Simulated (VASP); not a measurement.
Input of a VASP 6.6.1 run:

The input INCAR:

```
ALGO = Normal
EDIFF = 1E-7
ENCUT = 520
GGA = PE
ISIF = 2
ISMEAR = 0
LASPH = True
LCHARG = False
LREAL = False
LWAVE = False
NBANDS = 36
NELM = 100
PREC = Accurate
SIGMA = 0.1
```

KPOINTS

```
k-points
0
Gamma
  6 6 4
```

POSCAR

```
Sc2Cu3
1.0
    4.8232937700      0.0000000000      0.0000000000
   -2.4116468900      4.1770949400      0.0000000000
    0.0000000000      0.0000000000      4.4473779200
Sc Cu
2 3
Direct
    0.3333333300      0.6666666700      0.5000000000
    0.6666666700      0.3333333300      0.5000000000
    0.3333333300      0.6666666700      0.0000000000
    0.6666666700      0.3333333300      0.0000000000
    0.0000000000      0.0000000000      0.5000000000
```

Potentials or basis: VASP PAW PBE potentials, release 64 (Sc_sv, Cu).

Command:

```bash
$ cat potpaw_PBE.64/Sc_sv/POTCAR potpaw_PBE.64/Cu/POTCAR > POTCAR
$ mpirun -np 1 vasp_std > vasp.out
```

(1) Estimate the band gap on the k mesh.

(2) What does it give for the pressure?

## Answers

(1) zero (an odd number of electrons rules out a gap without spin polarisation).

(2) 11.3 GPa.

Caveat: the stress differs along the axes, from 1 to 33 GPa.
